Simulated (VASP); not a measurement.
A run of VASP 6.6.1:

INCAR

```
SYSTEM = CdHgS2
ALGO     = Normal         ! electronic algorithm
EDIFF    = 1E-6           ! SCF threshold, eV
EDIFFG   = -0.01          ! ionic threshold
ENCUT    = 600            ! plane-wave cutoff, eV
GGA      = PE             ! functional
IBRION   = 2              ! ionic algorithm
ISIF     = 3              ! what is computed and relaxed
ISMEAR   = 0              ! smearing method
LASPH    = .TRUE.         ! aspherical terms in the spheres
LCHARG   = .FALSE.        ! write CHGCAR
LREAL    = .FALSE.        ! projectors in reciprocal space
LWAVE    = .FALSE.        ! write WAVECAR
NELM     = 100            ! most SCF steps
NSW      = 100            ! ionic steps
PREC     = Accurate       ! precision mode
SIGMA    = 0.1            ! smearing width, eV
```

KPOINTS

```
k-points
0
G
  10 10 14
  0 0 0
```

POSCAR

```
CdHgS2
1.0
    5.1414042688      0.0000000000      0.0000000000
    0.0000000000      5.1414042688      0.0000000000
    0.0000000000      0.0000000000      3.3756895547
Cd Hg S
1 1 2
Direct
    0.5000000000      0.5000000000      0.5000000000
    0.0000000000      0.0000000000      0.0000000000
    0.5000000000      0.0000000000      0.0000000000
    0.0000000000      0.5000000000      0.0000000000
```

Potentials or basis: VASP PAW PBE potentials, release 64 (Cd, Hg, S).

Launch:

```console
$ cat potpaw_PBE.64/Cd/POTCAR potpaw_PBE.64/Hg/POTCAR potpaw_PBE.64/S/POTCAR > POTCAR
$ mpirun -np 1 vasp_std > vasp.out
```

Hardware: 1 thread of Intel(R) Xeon(R) 6975P-C (Granite Rapids), on a shared host.

Problem. Estimate the wall time of this run.

Solution. Wall time 13 min on 1 thread of Intel(R) Xeon(R) 6975P-C (Granite Rapids), on a shared host, peak memory 0.56 GiB. Counts: scf iterations 55, k points 168, ion steps 7.
